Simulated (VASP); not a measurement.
A run of VASP 6.6.1 is set up as follows.

The input POSCAR:

```
Rh
1.0
    2.6868858964      0.0000000000      0.0000000000
   -1.3434429482      2.3269114433      0.0000000000
    0.0000000000      0.0000000000      4.4355895655
Rh
2
Direct
    0.6666666760      0.3333333240      0.7500000000
    0.3333333240      0.6666666760      0.2500000000
```

INCAR.step1

```
PREC = Accurate
ENCUT = 520
ISMEAR = 0
SIGMA = 0.1
LREAL = False
LASPH = True
NELM = 100
NBANDS = 22
GGA = PE
ALGO = Normal
EDIFF = 1E-4
LWAVE = True
LCHARG = False
```

The input INCAR.step2:

```
PREC = Accurate
ENCUT = 520
EDIFF = 1E-6
ISMEAR = 0
SIGMA = 0.1
LREAL = False
LASPH = True
NELM = 100
ALGO = Normal
ISIF = 2
LWAVE = False
LCHARG = True
METAGGA = R2SCAN
LMIXTAU = True
LELF = True
LVHAR = True
NBANDS = 22
ISTART = 1
```

KPOINTS

```
regular mesh
0
Gamma
  24 24 12
```

Potentials or basis: VASP PAW PBE potentials, release 64 (Rh_pv).

Launch:

```sh
$ cat potpaw_PBE.64/Rh_pv/POTCAR > POTCAR
$ cp INCAR.step1 INCAR
$ mpirun -np 1 vasp_std > vasp.out
$ cp INCAR.step2 INCAR
$ mpirun -np 1 vasp_std > vasp.out
```

(1) What does it give for the pressure?

(2) Predict the band gap on the k mesh.

Results:

(1) -0.8 GPa.

(2) zero (bands 15 and 16 overlap by 2.53 eV).

Caveat: the cell differs from its parent crystal (uniaxial strain along c: +2.0 %, then relaxed in part); the PAW data sets were made with another functional, which shifts forces and pressure a little.
